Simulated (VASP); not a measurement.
# Mg (Im-3m) in VASP: notebook

The runs below take Mg through single point, with PBE, LDA.

All numbers are computed with VASP 6.6.1; they aren't measurements. Logs are shortened: lines on timing, memory, paths and dates and some standing lists are left out, and cuts for length are marked.

## 1. The cell of the first run

It takes space group Im-3m (No. 229, cubic). The conventional cell has a = 3.473 Å, b = 3.473 Å, c = 3.473 Å, α = 90.00°, β = 90.00°, γ = 90.00°. Within 4.0 Å of Mg (site symmetry m-3m) lie 14 Mg at 3.01 to 3.47 Å.

## 2. Single point, PBE

File INCAR:

```
  PREC = Accurate
  ENCUT = 520
  EDIFF = 1E-7
  ISMEAR = 0
  SIGMA = 0.05
  LREAL = False
  LASPH = True
  NELM = 100
  ALGO = Normal
  ISIF = 2
  LWAVE = False
  LCHARG = True
  GGA = PE
  LELF = True
  LVHAR = True
  NBANDS = 7
```

File KPOINTS:

```
regular mesh
0
Gamma
  14 14 14
```

File POSCAR:

```
Mg
1.0
   -1.7365754750      1.7365754750      1.7365754750
    1.7365754750     -1.7365754750      1.7365754750
    1.7365754750      1.7365754750     -1.7365754750
Mg
1
Direct
    0.0000000000      0.0000000000      0.0000000000
```

Potentials or basis: VASP PAW PBE potentials, release 64 (Mg).

The run is started by

```console
> cat potpaw_PBE.64/Mg/POTCAR > POTCAR
> mpirun -np 1 vasp_std > vasp.out
```

OUTCAR:

```text
PREC = Accurate
   ENCUT = 520
   EDIFF = 1E-7
   ISMEAR = 0
   LREAL = False
   LASPH = True
   NELM = 100
   ISIF = 2
   GGA = PE

 ion  position               nearest neighbor table
   1  0.000  0.000  0.000-

  LATTYP: Found a body centered cubic cell.
 ALAT       =     3.4731509500

  Lattice vectors:

 A1 = (  -1.7365754750,   1.7365754750,   1.7365754750)
 A2 = (   1.7365754750,  -1.7365754750,   1.7365754750)
 A3 = (   1.7365754750,   1.7365754750,  -1.7365754750)

Analysis of symmetry for initial positions (statically):
=====================================================================
 Subroutine PRICEL returns:
 Original cell was already a primitive cell.

 Routine SETGRP: Setting up the symmetry group for a
 body centered cubic supercell.

 Subroutine GETGRP returns: Found 48 space group operations
 (whereof 48 operations were pure point group operations)
 out of a pool of 48 trial point group operations.

The static configuration has the point symmetry O_h .

Analysis of symmetry for dynamics (positions and initial velocities):
=====================================================================
 Subroutine PRICEL returns:
 Original cell was already a primitive cell.

 Routine SETGRP: Setting up the symmetry group for a
 body centered cubic supercell.

 Subroutine GETGRP returns: Found 48 space group operations
 (whereof 48 operations were pure point group operations)
 out of a pool of 48 trial point group operations.

The dynamic configuration has the point symmetry O_h .

 Subroutine INISYM returns: Found 48 space group operations
 (whereof 48 operations are pure point group operations),
 and found     1 'primitive' translations

----------------------------------------------------------------------------------------

                                     Primitive cell

  volume of cell :      20.9479

  direct lattice vectors                    reciprocal lattice vectors
    -1.736575475  1.736575475  1.736575475     0.000000000  0.287922988  0.287922988
     1.736575475 -1.736575475  1.736575475     0.287922988  0.000000000  0.287922988
     1.736575475  1.736575475 -1.736575475     0.287922988  0.287922988  0.000000000

  length of vectors
     3.007836954  3.007836954  3.007836954     0.407184595  0.407184595  0.407184595

  position of ions in fractional coordinates (direct lattice)
     0.000000000  0.000000000  0.000000000

  ion indices of the primitive-cell ions
   primitive index   ion index
                 1           1

----------------------------------------------------------------------------------------

 KPOINTS: regular mesh

Automatic generation of k-mesh.
 Grid dimensions read from file:
 generate k-points for:   14   14   14

 Generating k-lattice:

  Cartesian coordinates                     Fractional coordinates (reciprocal lattice)
     0.000000000  0.020565928  0.020565928     0.071428571  0.000000000  0.000000000
     0.020565928  0.000000000  0.020565928     0.000000000  0.071428571  0.000000000
     0.020565928  0.020565928  0.000000000     0.000000000  0.000000000  0.071428571

  Length of vectors
     0.029084614  0.029084614  0.029084614

  Shift w.r.t. Gamma in fractional coordinates (k-lattice)
     0.000000000  0.000000000  0.000000000

 Subroutine IBZKPT returns following result:
 ===========================================

 Found    104 irreducible k-points:

 Following reciprocal coordinates:
            Coordinates               Weight
  0.000000  0.000000  0.000000      1.000000
  0.071429  0.000000  0.000000     12.000000
  0.142857  0.000000  0.000000     12.000000
  0.214286  0.000000  0.000000     12.000000
  0.285714  0.000000  0.000000     12.000000
  0.357143  0.000000  0.000000     12.000000
[... 16 lines left out ...]
  0.285714  0.285714  0.000000     24.000000
  0.357143  0.285714 -0.000000     24.000000
 [... further k-points ...]
   k-points           NKPTS =    104   k-points in BZ     NKDIM =    104   number of bands    NBANDS=      7
   number of dos      NEDOS =    301   number of ions     NIONS =      1
   total plane-waves  NPLWV =  13824
   dimension x,y,z NGX =    24 NGY =   24 NGZ =   24
   dimension x,y,z NGXF=    48 NGYF=   48 NGZF=   48
   ions per type =               1
   NGX,Y,Z   is equivalent  to a cutoff of  13.27, 13.27, 13.27 a.u.
   NGXF,Y,Z  is equivalent  to a cutoff of  26.53, 26.53, 26.53 a.u.
 SYSTEM =  unknown system
   PREC   = accura    normal or accurate (medium, high low for compatibility)
   ISTART =      0    job   : 0-new  1-cont  2-samecut
   ICHARG =      2    charge: 1-file 2-atom 10-const
   ISPIN  =      1    spin polarized calculation?
   LNONCOLLINEAR =      F non collinear calculations
   LSORBIT =      F    spin-orbit coupling
   LASPH  =      T    aspherical Exc in radial PAW
   ENCUT  =  520.0 eV  38.22 Ry    6.18 a.u.   5.59  5.59  5.59*2*pi/ulx,y,z
   NELM   =    100;   NELMIN=  2; NELMDL= -5     # of ELM steps
   EDIFF  = 0.1E-06   stopping-criterion for ELM
   LREAL  =      F    real-space projection
   EDIFFG = 0.1E-05   stopping-criterion for IOM
   NSW    =      0    number of steps for IOM
   IBRION =     -1    ionic relax: 0-MD 1-quasi-New 2-CG
   NFREE  =      0    steps in history (QN), initial steepest desc. (CG)
   ISIF   =      2    stress and relaxation
   ISYM   =      2    0-nonsym 1-usesym 2-fastsym
   POTIM  = 0.5000    time-step for ionic-motion
   TEBEG  =    0.0;   TEEND  =   0.0 temperature during run
   PSTRESS=    0.0 pullay stress
   NELECT =       2.0000    total number of electrons
   NUPDOWN=      -1.0000    fix difference up-down
   EMIN   =  10.00;   EMAX   =-10.00  energy-range for DOS
   EFERMI =   0.00;   METHOD = LEGACY
   ISMEAR =     0;   SIGMA  =   0.05  broadening in eV -4-tet -1-fermi 0-gaus
   EFERMI_NEDOS =   21; number of points for ismear=-14 and -15
   IALGO  =     38    algorithm
   IMIX   =      4    mixing-type and parameters
     AMIX     =   0.40;   BMIX     =  1.00
     AMIX_MAG =   1.60;   BMIX_MAG =  1.00
  volume/ion in A,a.u.               =      20.95       141.36
  Fermi-wavevector in a.u.,A,eV,Ry     =   0.748235  1.413959  7.617292  0.559855
  Thomas-Fermi vector in A             =   1.844475
   LORBIT       =      0    0 simple, 1 ext, 2 COOP (PROOUT), +10 PAW based schemes
   GGA     = PE    functional components
   LHFCALC =     F    Hartree Fock is set to
   AEXX    =    0.0000 exact exchange contribution
   IVDW    =     0    specifies the selected vdW correction
   LEPSILON=     F    determine dielectric tensor
   LRPA    =     F    only Hartree local field effects (RPA)
 non-spin polarized calculation
 Gauss-broadening in eV      SIGMA  =   0.05
  energy-cutoff  :      520.00
  volume of cell :       20.95
 maximum number of plane-waves:       586
   NGX = 11   NGY = 11   NGZ = 11

 number of electron       2.0000000 magnetization

 Free energy of the ion-electron system (eV)
  ---------------------------------------------------
  ext. energy  EPLUGINS =         0.00000000
  ---------------------------------------------------
  free energy    TOTEN  =        -1.45873390 eV

  energy without entropy =       -1.45825569  energy(sigma->0) =       -1.45849479

 E-fermi :   3.2148     XC(G=0):  -8.7822

 val. band max:        3.1850000689   @ k =   0.3571   0.1429   0.1429
 cond. band min:       3.2390121410   @ k =  -0.4286   0.4286   0.3571
 fundamental gap:      0.0540120721
 Fermi energy:         3.2147800135

 k-point     1 :       0.0000    0.0000    0.0000
  band No.  band energies     occupation
      1      -4.2020      2.00000
      2      16.7961      0.00000
      3      16.7961      0.00000
      4      16.7961      0.00000
      5      18.9078      0.00000
      6      18.9078      0.00000
      7      19.5404      0.00000

 k-point     2 :       0.0714    0.0000    0.0000
  band No.  band energies     occupation
      1      -4.0743      2.00000
      2      15.4021      0.00000
      3      16.1630      0.00000
      4      16.3069      0.00000
      5      17.8754      0.00000
      6      18.0410      0.00000
      7      19.6477      0.00000

 k-point     3 :       0.1429    0.0000    0.0000
  band No.  band energies     occupation
      1      -3.6923      2.00000
      2      12.8479      0.00000
      3      15.0601      0.00000
      4      15.4555      0.00000
      5      16.6945      0.00000
      6      17.5312      0.00000
      7      19.9014      0.00000

 k-point     4 :       0.2143    0.0000    0.0000
  band No.  band energies     occupation
      1      -3.0593      2.00000
      2      10.2993      0.00000
      3      14.0335      0.00000
      4      14.6688      0.00000
      5      15.7117      0.00000
      6      16.9484      0.00000
      7      20.4686      0.00000

 k-point     5 :       0.2857    0.0000    0.0000
  band No.  band energies     occupation
      1      -2.1809      2.00000
      2       7.9091      0.00000
      3      13.2020      0.00000
      4      14.0371      0.00000
      5      14.9464      0.00000
      6      16.3569      0.00000
      7      21.2298      0.00000

 k-point     6 :       0.3571    0.0000    0.0000
  band No.  band energies     occupation
      1      -1.0653      2.00000
      2       5.7099      0.00000
      3      12.5977      0.00000
      4      13.5815      0.00000
      5      14.4006      0.00000
      6      15.8675      0.00000
      7      22.0040      0.00000

 k-point     7 :       0.4286    0.0000    0.0000
  band No.  band energies     occupation
      1       0.2704      2.00000
      2       3.7237      0.00000
      3      12.2322      0.00000
      4      13.3075      0.00000
      5      14.0739      0.00000
      6      15.5501      0.00000
      7      22.8213      0.00000
[... 121 lines left out ...]
 k-point    20 :       0.2143    0.2143    0.0000
  band No.  band energies     occupation
      1      -0.8194      2.00000
      2       7.0900      0.00000
      3       8.1309      0.00000
      4      12.7318      0.00000
      5      16.9807      0.00000
      6      18.1815      0.00000
      7      21.9998      0.00000

 k-point    21 :       0.2857    0.2143    0.0000
  band No.  band energies     occupation
      1       0.3951      2.00000
      2       5.3701      0.00000
      3       7.3196      0.00000
      4      12.2986      0.00000
      5      16.9588      0.00000
      6      18.8254      0.00000
      7      21.6086      0.00000

 k-point    22 :       0.3571    0.2143   -0.0000
  band No.  band energies     occupation
      1       1.7915      2.00000
      2       3.6033      0.00000
      3       7.0285      0.00000
      4      12.0789      0.00000
      5      16.8270      0.00000
      6      19.8567      0.00000
      7      20.8877      0.00000

 k-point    23 :       0.2857    0.2857    0.0000
  band No.  band energies     occupation
      1       1.6947      2.00000
      2       4.6463      0.00000
      3       5.7570      0.00000
      4      11.9677      0.00000
      5      17.8028      0.00000
      6      18.8274      0.00000
      7      21.3331      0.00000

 k-point    24 :       0.3571    0.2857   -0.0000
  band No.  band energies     occupation
      1       2.9090      2.00000
      2       3.5182      0.00000
      3       5.3401      0.00000
      4      11.8564      0.00000
      5      18.0313      0.00000
      6      19.3081      0.00000
      7      20.4959      0.00000

 [... further k-points ...]

------------------------ aborting loop because EDIFF is reached ----------------------------------------

  FORCE on cell =-STRESS in cart. coord.  units (eV):
  Direction    XX          YY          ZZ          XY          YZ          ZX
  --------------------------------------------------------------------------------------
  -------------------------------------------------------------------------------------
  Total        0.4871488      0.4871488      0.4871488     -0.0000000      0.0000000      0.0000000
  in kB       37.2590072     37.2590072     37.2590072     -0.0000000      0.0000000      0.0000000
  external PRESSURE =      37.2590072 kB  Pullay stress =       0.0000000 kB

 VOLUME and BASIS-vectors are now :
 -----------------------------------------------------------------------------
  energy-cutoff  :      520.00
  volume of cell :       20.95
      direct lattice vectors                 reciprocal lattice vectors
    -1.736575475  1.736575475  1.736575475     0.000000000  0.287922988  0.287922988
     1.736575475 -1.736575475  1.736575475     0.287922988  0.000000000  0.287922988
     1.736575475  1.736575475 -1.736575475     0.287922988  0.287922988  0.000000000

 POSITION                                       TOTAL-FORCE (eV/Angst)
 -----------------------------------------------------------------------------------
      0.00000      0.00000      0.00000        -0.000000      0.000000      0.000000
 -----------------------------------------------------------------------------------
    total drift:                               -0.000000      0.000000     -0.000000

  FREE ENERGIE OF THE ION-ELECTRON SYSTEM (eV)
  ---------------------------------------------------
  free  energy   TOTEN  =        -1.4587338970 eV

  energy  without entropy=       -1.4582556869  energy(sigma->0) =       -1.45849479
```

It took 12 s on 1 thread of AMD EPYC 7R13 (Zen 3), shared host; peak memory 0.11 GiB.

What came out:

| Property | Result |
| --- | --- |
| Free energy | -1.4587 eV |
| Pressure | 3.7 GPa |
| Band gap on the k mesh | zero (band 1 reaches 7.17 eV, above the bottom of band 2 at 2.25 eV) |

Levels at points of the mesh, in eV from the Fermi level:
```tsv
k point	band 1	band 2	band 3	band 4	band 5
(0.00, 0.00, 0.00)	-7.42	13.58	13.58	13.58	15.69
(0.50, 0.00, 0.00)	-1.69	-0.96	8.90	10.00	10.75
(0.50, 0.50, 0.50)	3.96	3.96	4.07	4.07	4.07
```

## 3. Single point, PBE

This run uses another cell than the first one, of 22.29 Å³/atom, 1.064 times its volume.

File INCAR:

```
PREC = Accurate
ENCUT = 520
EDIFF = 1E-7
ISMEAR = 0
SIGMA = 0.05
LREAL = F
LASPH = T
NELM = 60
ALGO = Fast
ISIF = 2
LWAVE = F
LCHARG = F
GGA = PE
NBANDS = 7
```

KPOINTS is that of step 2.

File POSCAR:

```
Mg
1.0
   -1.7727644967      1.7727644967      1.7727644967
    1.7727644967     -1.7727644967      1.7727644967
    1.7727644967      1.7727644967     -1.7727644967
Mg
1
Direct
    0.0000000000      0.0000000000      0.0000000000
```

Potentials or basis: VASP PAW PBE potentials, release 64 (Mg).

The run is started by

```console
> cat potpaw_PBE.64/Mg/POTCAR > POTCAR
> mpirun -np 1 vasp_std > vasp.out
```

Run time: 13 s. Hardware: 1 thread of AMD EPYC 7R13 (Zen 3), shared host; peak memory 0.11 GiB.

The run converged. Its results:

```yaml
Free_energy: -1.4777 eV
Pressure: 0.9 GPa
Band_gap_on_the_k_mesh: zero (band 1 reaches 6.75 eV, above the bottom of band 2 at 1.90 eV)
```

Levels at points of the mesh, in eV from the Fermi level:
| k point | band 1 | band 2 | band 3 | band 4 |
| --- | --- | --- | --- | --- |
| (0.00, 0.00, 0.00) | -7.13 | 13.16 | 13.16 | 13.16 |
| (0.50, 0.00, 0.00) | -1.58 | -0.96 | 8.68 | 9.51 |
| (0.50, 0.50, 0.50) | 3.89 | 3.89 | 3.89 | 3.96 |

[end of part 1 of 2]
